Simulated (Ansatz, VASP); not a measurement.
# GaSb: VASP beside Ansatz

```
CELL_PARAMETERS angstrom
0.00000 3.03716 3.03716
3.03716 0.00000 3.03716
3.03716 3.03716 0.00000
ATOMIC_POSITIONS crystal
Ga 0.00000 0.00000 0.00000
Sb 0.75000 0.75000 0.75000
```

Alike in both runs: task single point; functional PBE; k mesh 12 × 12 × 12; occupations gaussian, width 0.1 eV; no spin polarisation.

```csv
,VASP,Ansatz
version,VASP 6.6.1,Ansatz 0.2.0
potentials or method,"VASP PAW PBE potentials, release 64 (Ga_d, Sb), cutoff 520 eV","scalar-relativistic, plane waves, PAW"
valence electrons in the cell,18,28
```

Ansatz gave:

| Property | Result |
| --- | --- |
| gap on the k mesh at the Fermi level (eV) | 0.19 |
| least direct gap on the mesh (eV) | 0.19 |
| pressure (GPa) | 3.6 |

Problem. Estimate VASP's values.

Solution. gap on the k mesh at the Fermi level (eV): 0.19; least direct gap on the mesh (eV): 0.19; pressure (GPa): 3.7.

VASP's potentials hold 18 valence electrons a cell and Ansatz's 28, so a difference there can come from the potentials and not from the codes.

Spin-orbit coupling is off throughout.
